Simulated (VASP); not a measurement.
# AlN (P3m1) in VASP: further runs

AlN is run at these levels: PBE; tasks: single point, relaxation of cell and atoms.

Program: VASP 6.6.1. These are calculated values, not measurements. Logs are shortened: lines on timing, memory, paths and dates and some standing lists are left out, and cuts for length are marked.

### 1 The cell of the first run

The structure is trigonal, space group P3m1 (No. 156). The conventional cell has a = 2.970 Å, b = 2.970 Å, c = 19.437 Å, α = 90.00°, β = 90.00°, γ = 120.00°. Within 2.4 Å of Al (site symmetry 3m) lie 4 N at 1.82 Å. Within 2.4 Å of Al (site symmetry 3m) lie 4 N at 1.82 Å. Within 2.4 Å of Al (site symmetry 3m) lie 4 N at 1.82 Å. Al (site symmetry 3m) has 4 N at 1.82 Å within 2.4 Å. Al (site symmetry 3m) has 4 N at 1.82 Å within 2.4 Å. Within 2.4 Å of Al (site symmetry 3m) lie 4 N at 1.82 Å. Al (site symmetry 3m) has 4 N at 1.82 Å within 2.4 Å. Within 2.4 Å of Al (site symmetry 3m) lie 4 N at 1.82 Å.

### 2 Single point, PBE

Contents of INCAR:

```
SYSTEM = AlN
ALGO = Normal
EDIFF = 1E-7
ENCUT = 520
GGA = PE
ISIF = 2
ISMEAR = 0
LASPH = .True.
LCHARG = .False.
LREAL = Auto
LWAVE = .False.
NBANDS = 46
NELM = 60
PREC = Accurate
SIGMA = 0.1
```

Contents of KPOINTS:

```
k-points
0
Gamma
  6 6 1
  0 0 0
```

Contents of POSCAR:

```
AlN
1.0
    2.9699601800      0.0000000000      0.0000000000
   -1.4849800900      2.5720609600      0.0000000000
    0.0000000000      0.0000000000     19.4372517600
Al N
8 8
Direct
    0.3333333300      0.6666666700      0.8279825600
    0.0000000000      0.0000000000      0.7033910600
    0.6666666700      0.3333333300      0.3279487600
    0.6666666700      0.3333333300      0.5783956800
    0.0000000000      0.0000000000      0.4531501100
    0.3333333300      0.6666666700      0.0784143400
    0.0000000000      0.0000000000      0.2030989400
    0.6666666700      0.3333333300      0.9531094600
    0.6666666700      0.3333333300      0.0468905400
    0.6666666700      0.3333333300      0.6720512400
    0.3333333300      0.6666666700      0.9215856600
    0.0000000000      0.0000000000      0.2966089400
    0.0000000000      0.0000000000      0.7969010600
    0.0000000000      0.0000000000      0.5468498900
    0.3333333300      0.6666666700      0.1720174400
    0.6666666700      0.3333333300      0.4216043200
```

Potentials or basis: VASP PAW PBE potentials, release 64 (Al, N).

On the command line:

```sh
$ cat potpaw_PBE.64/Al/POTCAR potpaw_PBE.64/N/POTCAR > POTCAR
$ mpirun -np 1 vasp_std > vasp.out
```

OUTCAR:

```text
SYSTEM = AlN
   EDIFF = 1E-7
   ENCUT = 520
   GGA = PE
   ISIF = 2
   ISMEAR = 0
   LASPH = .True.
   LREAL = Auto
   NELM = 60
   PREC = Accurate

 ion  position               nearest neighbor table
   1  0.333  0.667  0.828-  13 1.82  13 1.82  13 1.82  11 1.82   2 2.97   2 2.97   2 2.97   8 2.98
                             8 2.98   8 2.98
   2  0.000  0.000  0.703-  13 1.82  10 1.82  10 1.82  10 1.82   1 2.97   1 2.97   1 2.97   4 2.97
                             4 2.97   4 2.97
   3  0.667  0.333  0.328-  12 1.82  12 1.82  12 1.82  16 1.82   7 2.97   7 2.97   7 2.97   5 2.98
                             5 2.98   5 2.98
   4  0.667  0.333  0.578-  10 1.82  14 1.82  14 1.82  14 1.82   2 2.97   2 2.97   2 2.97   5 2.98
                             5 2.98   5 2.98
   5  0.000  0.000  0.453-  16 1.82  16 1.82  16 1.82  14 1.82   3 2.98   3 2.98   3 2.98   4 2.98
                             4 2.98   4 2.98
   6  0.333  0.667  0.078-  15 1.82   9 1.82   9 1.82   9 1.82   7 2.97   7 2.97   7 2.97   8 2.98
                             8 2.98   8 2.98
   7  0.000  0.000  0.203-  12 1.82  15 1.82  15 1.82  15 1.82   6 2.97   6 2.97   6 2.97   3 2.97
                             3 2.97   3 2.97
   8  0.667  0.333  0.953-  11 1.82  11 1.82  11 1.82   9 1.82   1 2.98   1 2.98   1 2.98   6 2.98
                             6 2.98   6 2.98
   9  0.667  0.333  0.047-   6 1.82   6 1.82   6 1.82   8 1.82
  10  0.667  0.333  0.672-   2 1.82   2 1.82   2 1.82   4 1.82
  11  0.333  0.667  0.922-   1 1.82   8 1.82   8 1.82   8 1.82
  12  0.000  0.000  0.297-   7 1.82   3 1.82   3 1.82   3 1.82
  13  0.000  0.000  0.797-   2 1.82   1 1.82   1 1.82   1 1.82
  14  0.000  0.000  0.547-   4 1.82   4 1.82   4 1.82   5 1.82
  15  0.333  0.667  0.172-   7 1.82   7 1.82   7 1.82   6 1.82
  16  0.667  0.333  0.422-   3 1.82   5 1.82   5 1.82   5 1.82

  LATTYP: Found a hexagonal cell.
 ALAT       =     2.9699601800
 C/A-ratio  =     6.5446169585

  Lattice vectors:

 A1 = (   2.9699601800,   0.0000000000,   0.0000000000)
 A2 = (  -1.4849800900,   2.5720609600,   0.0000000000)
 A3 = (   0.0000000000,   0.0000000000,  19.4372517600)

Analysis of symmetry for initial positions (statically):
=====================================================================
 Subroutine PRICEL returns:
 Original cell was already a primitive cell.

 Routine SETGRP: Setting up the symmetry group for a
 hexagonal supercell.

 Subroutine GETGRP returns: Found  6 space group operations
 (whereof  6 operations were pure point group operations)
 out of a pool of 24 trial point group operations.

The static configuration has the point symmetry C_3v.

Analysis of symmetry for dynamics (positions and initial velocities):
=====================================================================
 Subroutine PRICEL returns:
 Original cell was already a primitive cell.

 Routine SETGRP: Setting up the symmetry group for a
 hexagonal supercell.

 Subroutine GETGRP returns: Found  6 space group operations
 (whereof  6 operations were pure point group operations)
 out of a pool of 24 trial point group operations.

The dynamic configuration has the point symmetry C_3v.

 Subroutine INISYM returns: Found  6 space group operations
 (whereof  6 operations are pure point group operations),
 and found     1 'primitive' translations

----------------------------------------------------------------------------------------

                                     Primitive cell

  volume of cell :     148.4796

  direct lattice vectors                    reciprocal lattice vectors
     2.969960180  0.000000000  0.000000000     0.336704851  0.194396637  0.000000000
    -1.484980090  2.572060960  0.000000000     0.000000000  0.388793273  0.000000000
     0.000000000  0.000000000 19.437251760     0.000000000  0.000000000  0.051447602

  length of vectors
     2.969960180  2.969960176 19.437251760     0.388793273  0.388793273  0.051447602

  position of ions in fractional coordinates (direct lattice)
     0.333333330  0.666666670  0.827982560
     0.000000000  0.000000000  0.703391060
     0.666666670  0.333333330  0.327948760
     0.666666670  0.333333330  0.578395680
     0.000000000  0.000000000  0.453150110
     0.333333330  0.666666670  0.078414340
[... 8 lines left out ...]
     0.333333330  0.666666670  0.172017440
     0.666666670  0.333333330  0.421604320

  ion indices of the primitive-cell ions
   primitive index   ion index
                 1           1
                 2           2
                 3           3
                 4           4
                 5           5
                 6           6
[... 8 lines left out ...]
                15          15
                16          16

----------------------------------------------------------------------------------------

 KPOINTS: k-points

Automatic generation of k-mesh.
 Grid dimensions read from file:
 generate k-points for:    6    6    1

 Generating k-lattice:

  Cartesian coordinates                     Fractional coordinates (reciprocal lattice)
     0.056117475  0.032399439  0.000000000     0.166666667  0.000000000  0.000000000
     0.000000000  0.064798879  0.000000000     0.000000000  0.166666667  0.000000000
     0.000000000  0.000000000  0.051447602     0.000000000  0.000000000  1.000000000

  Length of vectors
     0.064798879  0.064798879  0.051447602

  Shift w.r.t. Gamma in fractional coordinates (k-lattice)
     0.000000000  0.000000000  0.000000000

 Subroutine IBZKPT returns following result:
 ===========================================

 Found      7 irreducible k-points:

 Following reciprocal coordinates:
            Coordinates               Weight
  0.000000  0.000000  0.000000      1.000000
  0.166667  0.000000  0.000000      6.000000
  0.333333 -0.000000  0.000000      6.000000
  0.500000  0.000000  0.000000      3.000000
  0.166667  0.166667  0.000000      6.000000
  0.333333  0.166667  0.000000     12.000000
  0.333333  0.333333  0.000000      2.000000
   k-points           NKPTS =      7   k-points in BZ     NKDIM =      7   number of bands    NBANDS=     46
   number of dos      NEDOS =    301   number of ions     NIONS =     16
   total plane-waves  NPLWV =  86400
   dimension x,y,z NGX =    24 NGY =   24 NGZ =  150
   dimension x,y,z NGXF=    48 NGYF=   48 NGZF=  300
   ions per type =               8   8
   NGX,Y,Z   is equivalent  to a cutoff of  13.43, 13.43, 12.83 a.u.
   NGXF,Y,Z  is equivalent  to a cutoff of  26.87, 26.87, 25.66 a.u.
 SYSTEM =  AlN
   PREC   = accura    normal or accurate (medium, high low for compatibility)
   ISTART =      0    job   : 0-new  1-cont  2-samecut
   ICHARG =      2    charge: 1-file 2-atom 10-const
   ISPIN  =      1    spin polarized calculation?
   LNONCOLLINEAR =      F non collinear calculations
   LSORBIT =      F    spin-orbit coupling
   LASPH  =      T    aspherical Exc in radial PAW
   ENCUT  =  520.0 eV  38.22 Ry    6.18 a.u.   5.52  5.52 36.14*2*pi/ulx,y,z
   NELM   =     60;   NELMIN=  2; NELMDL= -5     # of ELM steps
   EDIFF  = 0.1E-06   stopping-criterion for ELM
   LREAL  =      T    real-space projection
   EDIFFG = 0.1E-05   stopping-criterion for IOM
   NSW    =      0    number of steps for IOM
   IBRION =     -1    ionic relax: 0-MD 1-quasi-New 2-CG
   NFREE  =      0    steps in history (QN), initial steepest desc. (CG)
   ISIF   =      2    stress and relaxation
   ISYM   =      2    0-nonsym 1-usesym 2-fastsym
   POTIM  = 0.5000    time-step for ionic-motion
   TEBEG  =    0.0;   TEEND  =   0.0 temperature during run
   PSTRESS=    0.0 pullay stress
   NELECT =      64.0000    total number of electrons
   NUPDOWN=      -1.0000    fix difference up-down
   EMIN   =  10.00;   EMAX   =-10.00  energy-range for DOS
   EFERMI =   0.00;   METHOD = LEGACY
   ISMEAR =     0;   SIGMA  =   0.10  broadening in eV -4-tet -1-fermi 0-gaus
   EFERMI_NEDOS =   21; number of points for ismear=-14 and -15
   IALGO  =     38    algorithm
   IMIX   =      4    mixing-type and parameters
     AMIX     =   0.40;   BMIX     =  1.00
     AMIX_MAG =   1.60;   BMIX_MAG =  1.00
  volume/ion in A,a.u.               =       9.28        62.62
  Fermi-wavevector in a.u.,A,eV,Ry     =   1.236647  2.336925 20.807348  1.529297
  Thomas-Fermi vector in A             =   2.371247
   LORBIT       =      0    0 simple, 1 ext, 2 COOP (PROOUT), +10 PAW based schemes
   GGA     = PE    functional components
   LHFCALC =     F    Hartree Fock is set to
   AEXX    =    0.0000 exact exchange contribution
   IVDW    =     0    specifies the selected vdW correction
   LEPSILON=     F    determine dielectric tensor
   LRPA    =     F    only Hartree local field effects (RPA)
 non-spin polarized calculation
 Gauss-broadening in eV      SIGMA  =   0.10
  energy-cutoff  :      520.00
  volume of cell :      148.48
 maximum number of plane-waves:      4057
 NGX is ok and might be reduce to    24
   NGX = 11   NGY = 11   NGZ = 73

 number of electron      64.0000011 magnetization

 Free energy of the ion-electron system (eV)
  ---------------------------------------------------
  ext. energy  EPLUGINS =         0.00000000
  ---------------------------------------------------
  free energy    TOTEN  =      -116.76554677 eV

  energy without entropy =     -116.76554677  energy(sigma->0) =     -116.76554677

 E-fermi :   7.6427     XC(G=0): -11.4427

 val. band max:        7.2110032516   @ k =   0.0000   0.0000   0.0000
 cond. band min:      11.1891167632   @ k =   0.5000   0.0000   0.0000
 fundamental gap:      3.9781135116
 Fermi energy:         7.6427207458

 k-point     1 :       0.0000    0.0000    0.0000
  band No.  band energies     occupation
      1      -8.5943      2.00000
      2      -8.3404      2.00000
      3      -8.2768      2.00000
      4      -7.5937      2.00000
      5      -7.5886      2.00000
      6      -6.6927      2.00000
[... 36 lines left out ...]
     43      18.5370      0.00000
     44      18.8409      0.00000
[... 240 lines left out ...]
      3      -5.6198      2.00000
      4      -5.6060      2.00000
      5      -5.5398      2.00000
      6      -5.5115      2.00000
[... 36 lines left out ...]
     43      16.6195      0.00000
     44      17.1091      0.00000
 [bands above 44 left out]

------------------------ aborting loop because EDIFF is reached ----------------------------------------

  FORCE on cell =-STRESS in cart. coord.  units (eV):
  Direction    XX          YY          ZZ          XY          YZ          ZX
  --------------------------------------------------------------------------------------
  -------------------------------------------------------------------------------------
  Total       33.3397983     33.3397982     30.6365428     -0.0000000      0.0000000      0.0000000
  in kB      359.7549734    359.7549723    330.5853424     -0.0000000      0.0000000      0.0000000
  external PRESSURE =     350.0317627 kB  Pullay stress =       0.0000000 kB

 VOLUME and BASIS-vectors are now :
 -----------------------------------------------------------------------------
  energy-cutoff  :      520.00
  volume of cell :      148.48
      direct lattice vectors                 reciprocal lattice vectors
     2.969960180  0.000000000  0.000000000     0.336704851  0.194396637  0.000000000
    -1.484980090  2.572060960  0.000000000     0.000000000  0.388793273  0.000000000
     0.000000000  0.000000000 19.437251760     0.000000000  0.000000000  0.051447602

 POSITION                                       TOTAL-FORCE (eV/Angst)
 -----------------------------------------------------------------------------------
     -0.00000      1.71471     16.09371         0.000000      0.000000     -0.029375
      0.00000      0.00000     13.67199        -0.000000      0.000000     -0.375208
      1.48498      0.85735      6.37442         0.000000      0.000000      0.086538
      1.48498      0.85735     11.24242         0.000000      0.000000     -0.197875
      0.00000      0.00000      8.80799         0.000000      0.000000     -0.177801
     -0.00000      1.71471      1.52416        -0.000000      0.000000     -0.407703
[... 8 lines left out ...]
     -0.00000      1.71471      3.34355         0.000000     -0.000000      0.055609
      1.48498      0.85735      8.19483        -0.000000      0.000000      0.189423
 -----------------------------------------------------------------------------------
    total drift:                               -0.000009      0.000006     -0.002303

  FREE ENERGIE OF THE ION-ELECTRON SYSTEM (eV)
  ---------------------------------------------------
  free  energy   TOTEN  =      -116.7655467684 eV

  energy  without entropy=     -116.7655467684  energy(sigma->0) =     -116.76554677
```

Wall time 63 s (1 thread of AMD EPYC 7R13 (Zen 3), shared host); peak memory 0.25 GiB.

What came out:

* Free energy: -116.7655 eV
* Pressure: 35.0 GPa
* Largest force: 0.408 eV/Å
* Band gap on the k mesh: 3.98 eV, indirect (least direct gap 4.53 eV)

Forces in eV/Å, atoms in the order of the input:
```
Al   0.000  0.000 -0.029
Al   0.000  0.000 -0.375
Al   0.000  0.000  0.087
Al   0.000  0.000 -0.198
Al   0.000  0.000 -0.178
Al   0.000  0.000 -0.408
Al   0.000  0.000 -0.082
Al   0.000  0.000  0.058
N    0.000  0.000  0.128
N    0.000  0.000  0.115
N    0.000  0.000  0.199
N    0.000  0.000  0.177
N    0.000  0.000  0.094
N    0.000  0.000  0.168
N    0.000  0.000  0.056
N    0.000  0.000  0.189
```

A k mesh can miss the band edges. Expect the measured gap to be larger: semilocal functionals such as PBE lack the derivative discontinuity.

(Continued in part 2 of 2.)
